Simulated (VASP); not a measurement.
# B (Pm-3n) in VASP: a series of runs

B is run at these levels: PBE; tasks: single point, relaxation of cell and atoms.

Program: VASP 6.6.1. These are calculated values, not measurements. Logs are shortened: lines on timing, memory, paths and dates and some standing lists are left out, and cuts for length are marked.

### Step 1. The cell of the first run

Symmetry: Pm-3n, No. 223, cubic system. Conventional cell: a = 3.664 Å, b = 3.664 Å, c = 3.664 Å, α = 90.00°, β = 90.00°, γ = 90.00°. Within 2.7 Å of B (site symmetry m-3) lie 12 B at 2.05 Å. B (site symmetry -4m2) has 14 B at 1.83 to 2.24 Å within 2.4 Å.

### Step 2. Single point, PBE

INCAR

```
PREC = Accurate ; ENCUT = 520
EDIFF = 1E-6 ; ISMEAR = -1
SIGMA = 0.1 ; LREAL = F
LASPH = T ; NELM = 60
ALGO = Normal ; ISIF = 2
LWAVE = F ; LCHARG = T
GGA = PE ; LELF = T
LVHAR = T ; NBANDS = 22
```

KPOINTS

```
Automatic mesh
0
Gamma
  7 7 7
```

POSCAR

```
B
1.0
    3.6644066792      0.0000000000      0.0000000000
    0.0000000000      3.6644066792      0.0000000000
    0.0000000000      0.0000000000      3.6644066792
B
8
Direct
    0.0000000000      1.0000000000      1.0000000000
    0.5000000000      0.5000000000      0.5000000000
    0.2500000000      0.0000000000      0.5000000000
    0.7500000000      1.0000000000      0.5000000000
    0.5000000000      0.2500000000      0.0000000000
    0.5000000000      0.7500000000      0.0000000000
    0.0000000000      0.5000000000      0.2500000000
    1.0000000000      0.5000000000      0.7500000000
```

Potentials or basis: VASP PAW PBE potentials, release 64 (B).

Launch:

```console
$ cat potpaw_PBE.64/B/POTCAR > POTCAR
$ mpirun -np 1 vasp_std > vasp.out
```

OUTCAR:

```text
PREC = Accurate
   ENCUT = 520
   EDIFF = 1E-6
   ISMEAR = -1
   LREAL = F
   LASPH = T
   NELM = 60
   ISIF = 2
   GGA = PE

 ion  position               nearest neighbor table
   1  0.000  0.000  0.000-   3 2.05   4 2.05   5 2.05   6 2.05   7 2.05   8 2.05   3 2.05   4 2.05
                             7 2.05   8 2.05   5 2.05   6 2.05
   2  0.500  0.500  0.500-   3 2.05   4 2.05   5 2.05   6 2.05   7 2.05   8 2.05   5 2.05   6 2.05
                             3 2.05   4 2.05   7 2.05   8 2.05
   3  0.250  0.000  0.500-   4 1.83   4 1.83   1 2.05   1 2.05   2 2.05   2 2.05
   4  0.750  0.000  0.500-   3 1.83   3 1.83   1 2.05   1 2.05   2 2.05   2 2.05
   5  0.500  0.250  0.000-   6 1.83   6 1.83   1 2.05   2 2.05   2 2.05   1 2.05
   6  0.500  0.750  0.000-   5 1.83   5 1.83   1 2.05   2 2.05   2 2.05   1 2.05
   7  0.000  0.500  0.250-   8 1.83   8 1.83   1 2.05   2 2.05   1 2.05   2 2.05
   8  0.000  0.500  0.750-   7 1.83   7 1.83   1 2.05   2 2.05   1 2.05   2 2.05

  LATTYP: Found a simple cubic cell.
 ALAT       =     3.6644066792

  Lattice vectors:

 A1 = (   3.6644066792,   0.0000000000,   0.0000000000)
 A2 = (   0.0000000000,   3.6644066792,   0.0000000000)
 A3 = (   0.0000000000,   0.0000000000,   3.6644066792)

Analysis of symmetry for initial positions (statically):
=====================================================================
 Subroutine PRICEL returns:
 Original cell was already a primitive cell.

 Routine SETGRP: Setting up the symmetry group for a
 simple cubic supercell.

 Subroutine GETGRP returns: Found 48 space group operations
 (whereof 24 operations were pure point group operations)
 out of a pool of 48 trial point group operations.

The static configuration has the point symmetry T_h .
 The point group associated with its full space group is O_h .

Analysis of symmetry for dynamics (positions and initial velocities):
=====================================================================
 Subroutine PRICEL returns:
 Original cell was already a primitive cell.

 Routine SETGRP: Setting up the symmetry group for a
 simple cubic supercell.

 Subroutine GETGRP returns: Found 48 space group operations
 (whereof 24 operations were pure point group operations)
 out of a pool of 48 trial point group operations.

The dynamic configuration has the point symmetry T_h .
 The point group associated with its full space group is O_h .

 Subroutine INISYM returns: Found 48 space group operations
 (whereof 24 operations are pure point group operations),
 and found     1 'primitive' translations

----------------------------------------------------------------------------------------

                                     Primitive cell

  volume of cell :      49.2052

  direct lattice vectors                    reciprocal lattice vectors
     3.664406679  0.000000000  0.000000000     0.272895475  0.000000000  0.000000000
     0.000000000  3.664406679  0.000000000     0.000000000  0.272895475  0.000000000
     0.000000000  0.000000000  3.664406679     0.000000000  0.000000000  0.272895475

  length of vectors
     3.664406679  3.664406679  3.664406679     0.272895475  0.272895475  0.272895475

  position of ions in fractional coordinates (direct lattice)
     0.000000000  0.000000000  0.000000000
     0.500000000  0.500000000  0.500000000
     0.250000000  0.000000000  0.500000000
     0.750000000  0.000000000  0.500000000
     0.500000000  0.250000000  0.000000000
     0.500000000  0.750000000  0.000000000
     0.000000000  0.500000000  0.250000000
     0.000000000  0.500000000  0.750000000

  ion indices of the primitive-cell ions
   primitive index   ion index
                 1           1
                 2           2
                 3           3
                 4           4
                 5           5
                 6           6
                 7           7
                 8           8

----------------------------------------------------------------------------------------

 KPOINTS: Automatic mesh

Automatic generation of k-mesh.
 Grid dimensions read from file:
 generate k-points for:    7    7    7

 Generating k-lattice:

  Cartesian coordinates                     Fractional coordinates (reciprocal lattice)
     0.038985068  0.000000000  0.000000000     0.142857143  0.000000000  0.000000000
     0.000000000  0.038985068  0.000000000     0.000000000  0.142857143  0.000000000
     0.000000000  0.000000000  0.038985068     0.000000000  0.000000000  0.142857143

  Length of vectors
     0.038985068  0.038985068  0.038985068

  Shift w.r.t. Gamma in fractional coordinates (k-lattice)
     0.000000000  0.000000000  0.000000000

 Subroutine IBZKPT returns following result:
 ===========================================

 Found     20 irreducible k-points:

 Following reciprocal coordinates:
            Coordinates               Weight
  0.000000  0.000000  0.000000      1.000000
  0.142857  0.000000  0.000000      6.000000
  0.285714  0.000000  0.000000      6.000000
  0.428571  0.000000  0.000000      6.000000
  0.142857  0.142857  0.000000     12.000000
  0.285714  0.142857  0.000000     24.000000
[... 12 lines left out ...]
  0.428571  0.428571  0.285714     24.000000
  0.428571  0.428571  0.428571      8.000000
   k-points           NKPTS =     20   k-points in BZ     NKDIM =     20   number of bands    NBANDS=     22
   number of dos      NEDOS =    301   number of ions     NIONS =      8
   total plane-waves  NPLWV =  21952
   dimension x,y,z NGX =    28 NGY =   28 NGZ =   28
   dimension x,y,z NGXF=    56 NGYF=   56 NGZF=   56
   ions per type =               8
   NGX,Y,Z   is equivalent  to a cutoff of  12.70, 12.70, 12.70 a.u.
   NGXF,Y,Z  is equivalent  to a cutoff of  25.41, 25.41, 25.41 a.u.
 SYSTEM =  unknown system
   PREC   = accura    normal or accurate (medium, high low for compatibility)
   ISTART =      0    job   : 0-new  1-cont  2-samecut
   ICHARG =      2    charge: 1-file 2-atom 10-const
   ISPIN  =      1    spin polarized calculation?
   LNONCOLLINEAR =      F non collinear calculations
   LSORBIT =      F    spin-orbit coupling
   LASPH  =      T    aspherical Exc in radial PAW
   ENCUT  =  520.0 eV  38.22 Ry    6.18 a.u.   6.81  6.81  6.81*2*pi/ulx,y,z
   NELM   =     60;   NELMIN=  2; NELMDL= -5     # of ELM steps
   EDIFF  = 0.1E-05   stopping-criterion for ELM
   LREAL  =      F    real-space projection
   EDIFFG = 0.1E-04   stopping-criterion for IOM
   NSW    =      0    number of steps for IOM
   IBRION =     -1    ionic relax: 0-MD 1-quasi-New 2-CG
   NFREE  =      0    steps in history (QN), initial steepest desc. (CG)
   ISIF   =      2    stress and relaxation
   ISYM   =      2    0-nonsym 1-usesym 2-fastsym
   POTIM  = 0.5000    time-step for ionic-motion
   TEBEG  =    0.0;   TEEND  =   0.0 temperature during run
   PSTRESS=    0.0 pullay stress
   NELECT =      24.0000    total number of electrons
   NUPDOWN=      -1.0000    fix difference up-down
   EMIN   =  10.00;   EMAX   =-10.00  energy-range for DOS
   EFERMI =   0.00;   METHOD = LEGACY
   ISMEAR =    -1;   SIGMA  =   0.10  broadening in eV -4-tet -1-fermi 0-gaus
   EFERMI_NEDOS =   21; number of points for ismear=-14 and -15
   IALGO  =     38    algorithm
   IMIX   =      4    mixing-type and parameters
     AMIX     =   0.40;   BMIX     =  1.00
     AMIX_MAG =   1.60;   BMIX_MAG =  1.00
  volume/ion in A,a.u.               =       6.15        41.51
  Fermi-wavevector in a.u.,A,eV,Ry     =   1.288670  2.435232 22.594778  1.660669
  Thomas-Fermi vector in A             =   2.420609
   LORBIT       =      0    0 simple, 1 ext, 2 COOP (PROOUT), +10 PAW based schemes
   GGA     = PE    functional components
   LHFCALC =     F    Hartree Fock is set to
   AEXX    =    0.0000 exact exchange contribution
   IVDW    =     0    specifies the selected vdW correction
   LEPSILON=     F    determine dielectric tensor
   LRPA    =     F    only Hartree local field effects (RPA)
 non-spin polarized calculation
  energy-cutoff  :      520.00
  volume of cell :       49.21
 maximum number of plane-waves:      1357
 NGX is ok and might be reduce to    28
   NGX = 13   NGY = 13   NGZ = 13

 number of electron      24.0000002 magnetization

 Free energy of the ion-electron system (eV)
  ---------------------------------------------------
  ext. energy  EPLUGINS =         0.00000000
  ---------------------------------------------------
  free energy    TOTEN  =       -41.41155093 eV

  energy without entropy =      -41.35375207  energy(sigma->0) =      -41.38265150

 E-fermi :  10.0825     XC(G=0): -12.8302

 val. band max:       10.0191156779   @ k =   0.2857   0.0000   0.0000
 cond. band min:      10.0890325172   @ k =   0.1429   0.0000   0.0000
 fundamental gap:      0.0699168393
 Fermi energy:        10.0824834143

 k-point     1 :       0.0000    0.0000    0.0000
  band No.  band energies     occupation
      1      -8.6471      2.00000
      2      -0.2606      2.00000
      3      -0.2606      2.00000
      4      -0.2606      2.00000
      5       0.5424      2.00000
      6       0.5424      2.00000
[... 14 lines left out ...]
     21      16.4803      0.00000
     22      16.4803      0.00000

 k-point     2 :       0.1429    0.0000    0.0000
  band No.  band energies     occupation
      1      -8.4641      2.00000
      2      -2.1507      2.00000
      3      -0.0749      2.00000
      4      -0.0749      2.00000
      5       0.6639      2.00000
      6       0.6892      2.00000
[... 14 lines left out ...]
     21      15.8296      0.00000
     22      15.8683      0.00000
[... 423 lines left out ...]
     21      16.6949      0.00000
     22      17.0268      0.00000

 k-point    20 :       0.4286    0.4286    0.4286
  band No.  band energies     occupation
      1      -3.7279      2.00000
      2      -2.4915      2.00000
      3      -2.4915      2.00000
      4      -2.4342      2.00000
      5      -1.2664      2.00000
      6      -1.2664      2.00000
[... 14 lines left out ...]
     21      16.6285      0.00000
     22      16.6285      0.00000

------------------------ aborting loop because EDIFF is reached ----------------------------------------

  FORCE on cell =-STRESS in cart. coord.  units (eV):
  Direction    XX          YY          ZZ          XY          YZ          ZX
  --------------------------------------------------------------------------------------
  -------------------------------------------------------------------------------------
  Total       -0.0216058     -0.0216058     -0.0216058      0.0000000      0.0000000      0.0000000
  in kB       -0.7035079     -0.7035079     -0.7035079      0.0000000      0.0000000      0.0000000
  external PRESSURE =      -0.7035079 kB  Pullay stress =       0.0000000 kB

 VOLUME and BASIS-vectors are now :
 -----------------------------------------------------------------------------
  energy-cutoff  :      520.00
  volume of cell :       49.21
      direct lattice vectors                 reciprocal lattice vectors
     3.664406679  0.000000000  0.000000000     0.272895475  0.000000000  0.000000000
     0.000000000  3.664406679  0.000000000     0.000000000  0.272895475  0.000000000
     0.000000000  0.000000000  3.664406679     0.000000000  0.000000000  0.272895475

 POSITION                                       TOTAL-FORCE (eV/Angst)
 -----------------------------------------------------------------------------------
      0.00000      0.00000      0.00000         0.000000     -0.000000     -0.000000
      1.83220      1.83220      1.83220         0.000000     -0.000000     -0.000000
      0.91610      0.00000      1.83220        -0.000000      0.000000     -0.000000
      2.74831      0.00000      1.83220         0.000000     -0.000000     -0.000000
      1.83220      0.91610      0.00000         0.000000      0.000000     -0.000000
      1.83220      2.74831      0.00000        -0.000000     -0.000000      0.000000
      0.00000      1.83220      0.91610         0.000000      0.000000     -0.000000
      0.00000      1.83220      2.74831        -0.000000     -0.000000     -0.000000
 -----------------------------------------------------------------------------------
    total drift:                                0.000000      0.000000     -0.000000

  FREE ENERGIE OF THE ION-ELECTRON SYSTEM (eV)
  ---------------------------------------------------
  free  energy   TOTEN  =       -41.4115509318 eV

  energy  without entropy=      -41.3537520669  energy(sigma->0) =      -41.38265150
```

Run time: 9.5 s. Hardware: 1 thread of Intel Xeon 6975P-C (Granite Rapids), shared host; peak memory 0.15 GiB.

What came out:

| Quantity | Value |
| --- | --- |
| Free energy | -41.4116 eV |
| Pressure | -0.1 GPa |
| Band gap on the k mesh | zero (band 12 reaches 13.23 eV, above the bottom of band 13 at 9.42 eV) |

### Step 3. Single point, PBE

INCAR

```
SYSTEM = B
PREC = Accurate ; ENCUT = 520
EDIFF = 1E-6 ; ISMEAR = -1
SIGMA = 0.1 ; LREAL = .FALSE.
LASPH = .TRUE. ; NELM = 100
ALGO = Normal ; ISIF = 2
LWAVE = .FALSE. ; LCHARG = .TRUE.
GGA = PE ; LELF = .TRUE.
LVHAR = .TRUE. ; NBANDS = 22
```

KPOINTS

```
Automatic mesh
0
G
  9 9 9
  0 0 0
```

POSCAR is that of step 2.

Potentials or basis: VASP PAW PBE potentials, release 64 (B).

Launch:

```console
$ cat potpaw_PBE.64/B/POTCAR > POTCAR
$ mpirun -np 1 vasp_std > vasp.out
```

Wall time 14 s (1 thread of Intel Xeon 6975P-C (Granite Rapids), shared host); peak memory 0.16 GiB.

Results (log left out):

| Property | Result |
| --- | --- |
| Free energy | -41.3989 eV |
| Pressure | -0.4 GPa |
| Band gap on the k mesh | zero (band 12 reaches 13.55 eV, above the bottom of band 13 at 9.09 eV) |

Levels at points of the mesh, in eV from the Fermi level:
| k point | band 8 | band 9 | band 10 | band 11 | band 12 | band 13 | band 14 | band 15 | band 16 | band 17 |
| --- | --- | --- | --- | --- | --- | --- | --- | --- | --- | --- |
| (0.00, 0.00, 0.00) | -2.51 | -2.51 | -2.51 | -2.26 | -2.26 | -0.19 | -0.19 | -0.19 | 2.17 | 2.17 |

### Step 4. Relaxation of cell and atoms, PBE

This run uses another cell than the first one, of 6.55 Å³/atom, 1.066 times its volume.

INCAR

```
ALGO = Normal ; EDIFF = 1E-6
EDIFFG = -0.01 ; ENCUT = 600
GGA = PE ; IBRION = 2
ISIF = 3 ; ISMEAR = -1
LASPH = T ; LCHARG = F
LREAL = F ; LWAVE = F
NELM = 80 ; NSW = 80
PREC = Accurate ; SIGMA = 0.1
```

KPOINTS

```
k-points
0
Gamma
  7 7 7
```

POSCAR

```
B
1.0
    3.7428346132      0.0000000000      0.0000000000
    0.0000000000      3.7428346132      0.0000000000
    0.0000000000      0.0000000000      3.7428346132
B
8
Direct
    0.0000000000      0.0000000000      0.0000000000
    0.5000000000      0.5000000000      0.5000000000
    0.2500000000      0.0000000000      0.5000000000
    0.7500000000      0.0000000000      0.5000000000
    0.5000000000      0.2500000000      0.0000000000
    0.5000000000      0.7500000000      0.0000000000
    0.0000000000      0.5000000000      0.2500000000
    0.0000000000      0.5000000000      0.7500000000
```

Launch:

```console
$ cat potpaw_PBE.64/B/POTCAR > POTCAR
$ mpirun -np 1 vasp_std > vasp.out
```

Run time: 20 s. Hardware: 1 thread of Intel Xeon 6975P-C (Granite Rapids), shared host; peak memory 0.16 GiB.

The run converged. Its results:

```
Free energy                            : -41.4208 eV
Relaxed volume                         : 6.15 Å³/atom
Relaxed cell                           : a = 3.664 Å, b = 3.664 Å, c = 3.664 Å, α = 90.00°, β = 90.00°, γ = 90.00°
Space group after relaxing (to 0.05 Å) : Pm-3n (No. 223)
Energy gained by relaxing              : 18.3 meV/atom
Ionic steps                            : 3
Pressure after relaxing                : 0.0 GPa
Band gap on the k mesh                 : zero (band 12 reaches 13.23 eV, above the bottom of band 13 at 9.43 eV)
```

Step by step:
```
step  energy change (eV)  largest force (eV/Å)  pressure (GPa)  volume (Å³)
   1              0.0000                0.0000          -13.70        52.43
   2             -0.1339                0.0000            4.59        48.29
   3             -0.1464                0.0000            0.03        49.18
```

Final structure:
```cif
data_structure
_symmetry_space_group_name_H-M 'P 1'
_symmetry_Int_Tables_number 1
_cell_length_a 3.6637
_cell_length_b 3.6637
_cell_length_c 3.6637
_cell_angle_alpha 90.000
_cell_angle_beta 90.000
_cell_angle_gamma 90.000
_cell_volume 49.18
loop_
_atom_site_label
_atom_site_type_symbol
_atom_site_fract_x
_atom_site_fract_y
_atom_site_fract_z
_atom_site_occupancy
B1 B 0.00000 0.00000 0.00000 1
B2 B 0.50000 0.50000 0.50000 1
B3 B 0.25000 0.00000 0.50000 1
B4 B 0.75000 0.00000 0.50000 1
B5 B 0.50000 0.25000 0.00000 1
B6 B 0.50000 0.75000 0.00000 1
B7 B 0.00000 0.50000 0.25000 1
B8 B 0.00000 0.50000 0.75000 1
```

Levels at points of the mesh, in eV from the Fermi level:
```csv
k point,band 10,band 11,band 12,band 13,band 14,band 15
"(0.00, 0.00, 0.00)",-2.51,-2.27,-2.27,-0.19,-0.19,-0.19
```

### Step 5. Summary

| task | cell | k mesh | cutoff (eV) | gap on the mesh (eV) | pressure (GPa) |
| --- | --- | --- | --- | --- | --- |
| single point | a = 3.664 Å, 8 atoms | 7 × 7 × 7 | 520 | none | -0.1 |
| single point | a = 3.664 Å, 8 atoms | 9 × 9 × 9 | 520 | none | -0.4 |
| relaxation of cell and atoms | relaxed from a = 3.743 Å, 8 atoms | 7 × 7 × 7 | 600 | none | 0.0 |

Alike in all rows: level PBE; potentials or basis VASP PAW PBE potentials, release 64 (B); no spin polarisation; smearing fermi-dirac 0.1 eV.

Total energies depend on the potentials used, so only differences within one code and one set of settings carry meaning.
